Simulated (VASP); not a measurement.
NaH, 2 atoms in the cell. The structure is cubic, space group Fm-3m (No. 225). The conventional cell has a = 4.814 Å, b = 4.814 Å, c = 4.814 Å, α = 90.00°, β = 90.00°, γ = 90.00°. Na (site symmetry m-3m) has 6 H at 2.41 Å within 3.2 Å. H (site symmetry m-3m) has 6 Na at 2.41 Å within 3.2 Å. 

* Program: VASP 6.6.1
* Task: electric field gradients
* Functional: PBEsol
* Potentials or basis: VASP PAW PBE potentials, release 64 (Na_pv, H)
* Cutoff: 520 eV
* k mesh: 9 × 9 × 9
* Occupations: fermi-dirac, width 0.03 eV
* Spin: no spin polarisation
* Dipole correction: no
* Further INCAR settings: ALGO = Normal; EDIFF = 1e-08; NBANDS = 11

Potentials or basis: VASP PAW PBE potentials, release 64 (Na_pv, H).

Launch:

```bash
$ cat potpaw_PBE.64/Na_pv/POTCAR potpaw_PBE.64/H/POTCAR > POTCAR
$ mpirun -np 1 vasp_std > vasp.out
```

Hardware: 1 thread of Intel Xeon 8259CL, on a shared host.

Question: How long does it take, and how much memory?

Answer: Wall time 21 s on 1 thread of Intel Xeon 8259CL, with other jobs on the host, peak memory 0.15 GiB. Counts: scf iterations 13, k points 35.
